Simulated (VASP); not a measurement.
# InSe (R3m) in VASP: a series of runs

Runs on InSe. Level: PBEsol+D3(BJ). Tasks: single point.

Program: VASP 6.6.1. These are calculated values, not measurements. Logs are shortened: lines on timing, memory, paths and dates and some standing lists are left out, and cuts for length are marked.

**Experimental background.**

“The Interaction of Hydrogen with the van der Waals Crystal γ-InSe”, 2020, pmc:7321205 reports, for a bulk crystal of InSe at 300 K: band gap 1.25 eV.

The results are compared with them further down.

## 1. The cell of the first run

The structure is trigonal, space group R3m (No. 160). Conventional cell: a = 3.918 Å, b = 3.918 Å, c = 24.803 Å, α = 90.00°, β = 90.00°, γ = 120.00°. In (site symmetry 3m) has 3 Se at 2.58 Å and 1 In at 2.76 Å within 3.4 Å. Within 3.4 Å of In (site symmetry 3m) lie 3 Se at 2.58 Å and 1 In at 2.76 Å. Within 3.4 Å of Se (site symmetry 3m) lie 3 In at 2.58 Å. Se (site symmetry 3m) has 3 In at 2.58 Å within 3.4 Å.

## 2. Single point, PBEsol+D3(BJ)

INCAR

```
PREC = Accurate ; ENCUT = 520
EDIFF = 1E-7 ; ISMEAR = -1
SIGMA = 0.05 ; LREAL = False
LASPH = True ; NELM = 100
ALGO = Normal ; ISIF = 2
LWAVE = False ; LCHARG = False
GGA = PS ; IVDW = 12
NBANDS = 27
```

KPOINTS

```
Automatic mesh
0
Gamma
  8 8 8
```

POSCAR

```
InSe
1.0
    1.9591722174      1.1311286071      8.2677067576
   -1.9591722174      1.1311286071      8.2677067576
    0.0000000000     -2.2622572143      8.2677067576
In Se
2 2
Direct
    0.8886000000      0.8886000000      0.8886000000
    0.0000000000      0.0000000000      0.0000000000
    0.1719000000      0.1719000000      0.1719000000
    0.3835000000      0.3835000000      0.3835000000
```

Potentials or basis: VASP PAW PBE potentials, release 64 (In_d, Se).

Run with:

```
> cat potpaw_PBE.64/In_d/POTCAR potpaw_PBE.64/Se/POTCAR > POTCAR
> mpirun -np 1 vasp_std > vasp.out
```

OUTCAR:

```text
PREC = Accurate
   ENCUT = 520
   EDIFF = 1E-7
   ISMEAR = -1
   LREAL = False
   LASPH = True
   NELM = 100
   ISIF = 2
   GGA = PS
   IVDW = 12
 IVDW          = 12

 ion  position               nearest neighbor table
   1  0.889  0.889  0.889-   3 2.58   3 2.58   3 2.58   2 2.76
   2  0.000  0.000  0.000-   4 2.58   4 2.58   4 2.58   1 2.76
   3  0.172  0.172  0.172-   1 2.58   1 2.58   1 2.58
   4  0.383  0.383  0.383-   2 2.58   2 2.58   2 2.58

  LATTYP: Found a trigonal (rhomboedric) cell.
 ALAT       =     8.5716266095
 COS(alpha) =     0.8955162542

  Lattice vectors:

 A1 = (   1.9591722174,   1.1311286071,   8.2677067576)
 A2 = (  -1.9591722174,   1.1311286071,   8.2677067576)
 A3 = (   0.0000000000,  -2.2622572143,   8.2677067576)

Analysis of symmetry for initial positions (statically):
=====================================================================
 Subroutine PRICEL returns:
 Original cell was already a primitive cell.

 Routine SETGRP: Setting up the symmetry group for a
 trigonal (rhombohedral) supercell.

 Subroutine GETGRP returns: Found  6 space group operations
 (whereof  6 operations were pure point group operations)
 out of a pool of 12 trial point group operations.

The static configuration has the point symmetry C_3v.

Analysis of symmetry for dynamics (positions and initial velocities):
=====================================================================
 Subroutine PRICEL returns:
 Original cell was already a primitive cell.

 Routine SETGRP: Setting up the symmetry group for a
 trigonal (rhombohedral) supercell.

 Subroutine GETGRP returns: Found  6 space group operations
 (whereof  6 operations were pure point group operations)
 out of a pool of 12 trial point group operations.

The dynamic configuration has the point symmetry C_3v.

 Subroutine INISYM returns: Found  6 space group operations
 (whereof  6 operations are pure point group operations),
 and found     1 'primitive' translations

----------------------------------------------------------------------------------------

                                     Primitive cell

  volume of cell :     109.9312

  direct lattice vectors                    reciprocal lattice vectors
     1.959172217  1.131128607  8.267706758     0.255209826  0.147345462  0.040317508
    -1.959172217  1.131128607  8.267706758    -0.255209826  0.147345462  0.040317508
     0.000000000 -2.262257214  8.267706758     0.000000000 -0.294690923  0.040317508

  length of vectors
     8.571626610  8.571626610  8.571626610     0.297436113  0.297436113  0.297436113

  position of ions in fractional coordinates (direct lattice)
     0.888600000  0.888600000  0.888600000
     0.000000000  0.000000000  0.000000000
     0.171900000  0.171900000  0.171900000
     0.383500000  0.383500000  0.383500000

  ion indices of the primitive-cell ions
   primitive index   ion index
                 1           1
                 2           2
                 3           3
                 4           4

----------------------------------------------------------------------------------------

 KPOINTS: Automatic mesh

Automatic generation of k-mesh.
 Grid dimensions read from file:
 generate k-points for:    8    8    8

 Generating k-lattice:

  Cartesian coordinates                     Fractional coordinates (reciprocal lattice)
     0.031901228  0.018418183  0.005039688     0.125000000 -0.000000000  0.000000000
    -0.031901228  0.018418183  0.005039688    -0.000000000  0.125000000  0.000000000
     0.000000000 -0.036836365  0.005039688    -0.000000000 -0.000000000  0.125000000

  Length of vectors
     0.037179514  0.037179514  0.037179514

  Shift w.r.t. Gamma in fractional coordinates (k-lattice)
     0.000000000  0.000000000  0.000000000

 Subroutine IBZKPT returns following result:
 ===========================================

 Found     65 irreducible k-points:

 Following reciprocal coordinates:
            Coordinates               Weight
  0.000000  0.000000  0.000000      1.000000
  0.125000  0.000000 -0.000000      6.000000
  0.250000  0.000000 -0.000000      6.000000
  0.375000  0.000000 -0.000000      6.000000
  0.500000  0.000000 -0.000000      3.000000
  0.125000  0.125000 -0.000000      6.000000
[... 16 lines left out ...]
  0.250000  0.125000  0.125000      6.000000
  0.375000  0.125000  0.125000      6.000000
 [... further k-points ...]
   k-points           NKPTS =     65   k-points in BZ     NKDIM =     65   number of bands    NBANDS=     27
   number of dos      NEDOS =    301   number of ions     NIONS =      4
   total plane-waves  NPLWV = 262144
   dimension x,y,z NGX =    64 NGY =   64 NGZ =   64
   dimension x,y,z NGXF=   128 NGYF=  128 NGZF=  128
   ions per type =               2   2
   NGX,Y,Z   is equivalent  to a cutoff of  12.41, 12.41, 12.41 a.u.
   NGXF,Y,Z  is equivalent  to a cutoff of  24.83, 24.83, 24.83 a.u.
 SYSTEM =  unknown system
   PREC   = accura    normal or accurate (medium, high low for compatibility)
   ISTART =      0    job   : 0-new  1-cont  2-samecut
   ICHARG =      2    charge: 1-file 2-atom 10-const
   ISPIN  =      1    spin polarized calculation?
   LNONCOLLINEAR =      F non collinear calculations
   LSORBIT =      F    spin-orbit coupling
   LASPH  =      T    aspherical Exc in radial PAW
   ENCUT  =  520.0 eV  38.22 Ry    6.18 a.u.  15.94 15.94 15.94*2*pi/ulx,y,z
   NELM   =    100;   NELMIN=  2; NELMDL= -5     # of ELM steps
   EDIFF  = 0.1E-06   stopping-criterion for ELM
   LREAL  =      F    real-space projection
   EDIFFG = 0.1E-05   stopping-criterion for IOM
   NSW    =      0    number of steps for IOM
   IBRION =     -1    ionic relax: 0-MD 1-quasi-New 2-CG
   NFREE  =      0    steps in history (QN), initial steepest desc. (CG)
   ISIF   =      2    stress and relaxation
   ISYM   =      2    0-nonsym 1-usesym 2-fastsym
   POTIM  = 0.5000    time-step for ionic-motion
   TEBEG  =    0.0;   TEEND  =   0.0 temperature during run
   PSTRESS=    0.0 pullay stress
   NELECT =      38.0000    total number of electrons
   NUPDOWN=      -1.0000    fix difference up-down
   EMIN   =  10.00;   EMAX   =-10.00  energy-range for DOS
   EFERMI =   0.00;   METHOD = LEGACY
   ISMEAR =    -1;   SIGMA  =   0.05  broadening in eV -4-tet -1-fermi 0-gaus
   EFERMI_NEDOS =   21; number of points for ismear=-14 and -15
   IALGO  =     38    algorithm
   IMIX   =      4    mixing-type and parameters
     AMIX     =   0.40;   BMIX     =  1.00
     AMIX_MAG =   1.60;   BMIX_MAG =  1.00
  volume/ion in A,a.u.               =      27.48       185.46
  Fermi-wavevector in a.u.,A,eV,Ry     =   1.148936  2.171174 17.960415  1.320053
  Thomas-Fermi vector in A             =   2.285608
   LORBIT       =      0    0 simple, 1 ext, 2 COOP (PROOUT), +10 PAW based schemes
   GGA     = PS    functional components
   LHFCALC =     F    Hartree Fock is set to
   AEXX    =    0.0000 exact exchange contribution
   IVDW    =    12    specifies the selected vdW correction
   LEPSILON=     F    determine dielectric tensor
   LRPA    =     F    only Hartree local field effects (RPA)
 non-spin polarized calculation
  energy-cutoff  :      520.00
  volume of cell :      109.93
 maximum number of plane-waves:      3012
   NGX = 31   NGY = 31   NGZ = 31

 number of electron      37.9999997 magnetization

 Free energy of the ion-electron system (eV)
  ---------------------------------------------------
  ext. energy  EPLUGINS =         0.00000000
  ---------------------------------------------------
  free energy    TOTEN  =       -15.50346206 eV

  energy without entropy =      -15.50344061  energy(sigma->0) =      -15.50345134

 E-fermi :   4.8851     XC(G=0):  -9.3764

 val. band max:        4.6246706474   @ k =   0.5000   0.5000   0.5000
 cond. band min:       5.1236221110   @ k =   0.5000   0.5000   0.5000
 fundamental gap:      0.4989514636
 Fermi energy:         4.8851142693

 k-point     1 :       0.0000    0.0000    0.0000
  band No.  band energies     occupation
      1     -10.2763      2.00000
      2     -10.0681      2.00000
      3     -10.0681      2.00000
      4      -9.9813      2.00000
      5      -9.9813      2.00000
      6      -9.9495      2.00000
[... 19 lines left out ...]
     26      10.1248      0.00000
     27      12.2670      0.00000

 k-point     2 :       0.1250    0.0000   -0.0000
  band No.  band energies     occupation
      1     -10.2940      2.00000
      2     -10.1453      2.00000
      3     -10.0946      2.00000
      4     -10.0635      2.00000
      5      -9.9674      2.00000
      6      -9.9551      2.00000
[... 19 lines left out ...]
     26      10.5213      0.00000
     27      11.6894      0.00000

 k-point     3 :       0.2500    0.0000   -0.0000
  band No.  band energies     occupation
      1     -10.3869      2.00000
      2     -10.2534      2.00000
      3     -10.1889      2.00000
      4     -10.0576      2.00000
      5      -9.9689      2.00000
      6      -9.9339      2.00000
[... 19 lines left out ...]
     26      11.1524      0.00000
     27      11.4078      0.00000

 k-point     4 :       0.3750    0.0000   -0.0000
  band No.  band energies     occupation
      1     -10.4804      2.00000
      2     -10.3633      2.00000
      3     -10.1847      2.00000
      4     -10.0572      2.00000
      5      -9.9824      2.00000
      6      -9.9014      2.00000
[... 19 lines left out ...]
     26      11.1998      0.00000
     27      11.8958      0.00000
[... 516 lines left out ...]
      4      -9.9813      2.00000
      5      -9.9813      2.00000
      6      -9.9495      2.00000
[... 19 lines left out ...]
     26      10.1473      0.00000
     27      12.3399      0.00000

 k-point    23 :       0.2500    0.1250    0.1250
  band No.  band energies     occupation
      1     -10.2924      2.00000
      2     -10.1438      2.00000
      3     -10.0989      2.00000
      4     -10.0635      2.00000
      5      -9.9673      2.00000
      6      -9.9551      2.00000
[... 19 lines left out ...]
     26      10.6024      0.00000
     27      11.7266      0.00000

 k-point    24 :       0.3750    0.1250    0.1250
  band No.  band energies     occupation
      1     -10.3821      2.00000
      2     -10.2607      2.00000
      3     -10.1871      2.00000
      4     -10.0576      2.00000
      5      -9.9689      2.00000
      6      -9.9339      2.00000
[... 19 lines left out ...]
     26      11.2201      0.00000
     27      11.6261      0.00000

 [... further k-points ...]

------------------------ aborting loop because EDIFF is reached ----------------------------------------

 Edisp (eV)   -1.23133

 E8    (eV) :    -0.8396

  FORCE on cell =-STRESS in cart. coord.  units (eV):
  Direction    XX          YY          ZZ          XY          YZ          ZX
  --------------------------------------------------------------------------------------
  -------------------------------------------------------------------------------------
  Total       1.78256     1.78256     0.74570     0.00000    -0.00000     0.00000
  in kB      25.97966    25.97966    10.86807     0.00000    -0.00000     0.00000
  external pressure =       20.94 kB  Pullay stress =        0.00 kB

 VOLUME and BASIS-vectors are now :
 -----------------------------------------------------------------------------
  energy-cutoff  :      520.00
  volume of cell :      109.93
      direct lattice vectors                 reciprocal lattice vectors
     1.959172217  1.131128607  8.267706758     0.255209826  0.147345462  0.040317508
    -1.959172217  1.131128607  8.267706758    -0.255209826  0.147345462  0.040317508
     0.000000000 -2.262257214  8.267706758     0.000000000 -0.294690923  0.040317508

 POSITION                                       TOTAL-FORCE (eV/Angst)
 -----------------------------------------------------------------------------------
      0.00000     -0.00000     22.04005         0.000000     -0.000000      0.582788
      0.00000      0.00000      0.00000         0.000000      0.000000     -0.564238
      0.00000     -0.00000      4.26366         0.000000      0.000000     -0.624785
      0.00000     -0.00000      9.51200         0.000000     -0.000000      0.606234
 -----------------------------------------------------------------------------------
    total drift:                               -0.000000      0.000000      0.000118

  FREE ENERGIE OF THE ION-ELECTRON SYSTEM (eV)
  ---------------------------------------------------
  free  energy   TOTEN  =       -16.7347893607 eV

  energy  without entropy=      -16.7347679158  energy(sigma->0) =      -16.73477864
```

Wall time 8.2 min (1 thread of AMD EPYC 9R45 (Zen 5), shared host); peak memory 0.57 GiB.

Results:

```
Free energy                : -16.7348 eV
Pressure                   : 2.1 GPa
Largest force              : 0.625 eV/Å
Band gap on the k mesh     : 0.50 eV
Dispersion energy per atom : -0.308 eV
```

Forces on the atoms (eV/Å):
```
In   0.000  0.000  0.583
In   0.000  0.000 -0.564
Se   0.000  0.000 -0.625
Se   0.000  0.000  0.606
```

Levels at points of the mesh, in eV from the valence-band top:
```csv
k point,band 17,band 18,band 19,band 20,band 21,band 22
"(0.00, 0.00, 0.00)",-1.39,-1.29,-1.29,1.77,2.11,4.42
"(0.50, 0.00, 0.00)",-2.54,-2.43,-1.82,1.08,2.01,3.56
"(0.50, 0.50, 0.00)",-2.72,-2.22,-1.65,1.14,1.95,3.17
"(0.50, 0.50, 0.50)",-1.20,-1.20,0.00,0.50,2.12,4.32
```

Caveat: semilocal functionals underestimate gaps, and a narrow one can read as zero; the PAW data sets were made with another functional, which shifts forces and pressure a little; spin-orbit coupling is left out, which moves the levels of the heavy elements. A k mesh can miss the band edges.

## 3. Single point, PBEsol+D3(BJ)

This run uses another cell than the first one, of 28.07 Å³/atom.

INCAR

```
SYSTEM = InSe
PREC = Accurate
ENCUT = 520
EDIFF = 1E-6
ISMEAR = -1
SIGMA = 0.05
LREAL = .FALSE.
LASPH = .TRUE.
NELM = 60
ALGO = Normal
ISIF = 2
LWAVE = .FALSE.
LCHARG = .FALSE.
GGA = PS
IVDW = 12
NBANDS = 27
```

KPOINTS

```
regular mesh
0
G
  8 8 8
  0 0 0
```

POSCAR

```
InSe
1.0
    1.9729696595      1.1390945640      8.3259319629
   -1.9729696595      1.1390945640      8.3259319629
    0.0000000000     -2.2781891280      8.3259319629
In Se
2 2
Direct
    0.8886000000      0.8886000000      0.8886000000
    0.0000000000      0.0000000000      0.0000000000
    0.1719000000      0.1719000000      0.1719000000
    0.3835000000      0.3835000000      0.3835000000
```

Potentials or basis: VASP PAW PBE potentials, release 64 (In_d, Se).

Run with:

```
> cat potpaw_PBE.64/In_d/POTCAR potpaw_PBE.64/Se/POTCAR > POTCAR
> mpirun -np 1 vasp_std > vasp.out
```

Run time: 7.5 min. Hardware: 1 thread of AMD EPYC 9R45 (Zen 5), shared host; peak memory 0.58 GiB.

Results (log left out):

```yaml
Free_energy: -16.7563 eV
Pressure: 0.8 GPa
Largest_force: 0.486 eV/Å
Band_gap_on_the_k_mesh: 0.44 eV
Dispersion_energy_per_atom: -0.301 eV
```

Forces in eV/Å, atoms in the order of the input:
```
In   0.000  0.000  0.486
In   0.000  0.000 -0.467
Se   0.000  0.000 -0.439
Se   0.000  0.000  0.420
```

Stress tensor (GPa, compression positive):
```
 1.24  0.00  0.00
 0.00  1.24  0.00
 0.00  0.00 -0.10
```

Levels at points of the mesh, in eV from the valence-band top:
```csv
k point,band 16,band 17,band 18,band 19,band 20,band 21,band 22,band 23
"(0.00, 0.00, 0.00)",-1.36,-1.36,-1.26,-1.26,1.72,2.07,4.40,4.40
"(0.50, 0.00, 0.00)",-2.53,-2.48,-2.37,-1.77,1.09,1.98,3.56,3.92
"(0.50, 0.50, 0.00)",-2.82,-2.65,-2.17,-1.60,1.13,1.93,3.18,3.49
"(0.50, 0.50, 0.50)",-1.44,-1.18,-1.18,0.00,0.44,2.10,4.31,4.31
```

Caveat: semilocal functionals underestimate gaps, and a narrow one can read as zero; the PAW data sets were made with another functional, which shifts forces and pressure a little; spin-orbit coupling is left out, which moves the levels of the heavy elements.

## 4. Single point, PBEsol+D3(BJ)

This run uses another cell than the first one, of 28.65 Å³/atom.

INCAR

```
PREC     = Accurate       # precision mode
ENCUT    = 520            # plane-wave cutoff, eV
EDIFF    = 1E-7           # SCF threshold, eV
ISMEAR   = -1             # smearing method
SIGMA    = 0.05           # smearing width, eV
LREAL    = F              # projectors in reciprocal space
LASPH    = T              # aspherical terms in the spheres
NELM     = 80             # most SCF steps
ALGO     = Normal         # electronic algorithm
ISIF     = 2              # what is computed and relaxed
LWAVE    = F              # write WAVECAR
LCHARG   = T              # write CHGCAR
GGA      = PS             # functional
IVDW     = 12             # dispersion correction
LELF     = T              # ELF
LVHAR    = T            
NBANDS   = 27             # bands
```

KPOINTS

```
Automatic mesh
0
Gamma
  8 8 8
```

POSCAR

```
InSe
1.0
    1.9865767768      1.1469506368      8.3833539979
   -1.9865767768      1.1469506368      8.3833539979
    0.0000000000     -2.2939012737      8.3833539979
In Se
2 2
Direct
    0.8886000000      0.8886000000      0.8886000000
    0.0000000000      0.0000000000      0.0000000000
    0.1719000000      0.1719000000      0.1719000000
    0.3835000000      0.3835000000      0.3835000000
```

Run with:

```
> cat potpaw_PBE.64/In_d/POTCAR potpaw_PBE.64/Se/POTCAR > POTCAR
> mpirun -np 1 vasp_std > vasp.out
```

It took 14 min on 1 thread of AMD EPYC 9R45 (Zen 5), shared host; peak memory 0.69 GiB.

The run converged. Its results:

- Free energy: -16.7599 eV
- Pressure: -0.4 GPa
- Largest force: 0.394 eV/Å
- Band gap on the k mesh: 0.38 eV
- Dispersion energy per atom: -0.295 eV

Forces in eV/Å, atoms in the order of the input:
```
In   0.000  0.000  0.394
In   0.000  0.000 -0.375
Se   0.000  0.000 -0.268
Se   0.000  0.000  0.249
```

Stress tensor (GPa, compression positive):
```
 0.05  0.00  0.00
 0.00  0.05  0.00
 0.00  0.00 -1.15
```

Levels at points of the mesh, in eV from the valence-band top:
| k point | band 16 | band 17 | band 18 | band 19 | band 20 | band 21 | band 22 | band 23 |
| --- | --- | --- | --- | --- | --- | --- | --- | --- |
| (0.00, 0.00, 0.00) | -1.34 | -1.34 | -1.24 | -1.24 | 1.67 | 2.03 | 4.38 | 4.38 |
| (0.50, 0.00, 0.00) | -2.47 | -2.42 | -2.31 | -1.73 | 1.11 | 1.94 | 3.55 | 3.91 |
| (0.50, 0.50, 0.00) | -2.75 | -2.58 | -2.12 | -1.56 | 1.12 | 1.92 | 3.19 | 3.51 |
| (0.50, 0.50, 0.50) | -1.41 | -1.16 | -1.16 | 0.00 | 0.38 | 2.07 | 4.29 | 4.29 |

Caveat: semilocal functionals underestimate gaps, and a narrow one can read as zero; the PAW data sets were made with another functional, which shifts forces and pressure a little; spin-orbit coupling is left out, which moves the levels of the heavy elements.

(Part 1 of 2 ends here.)
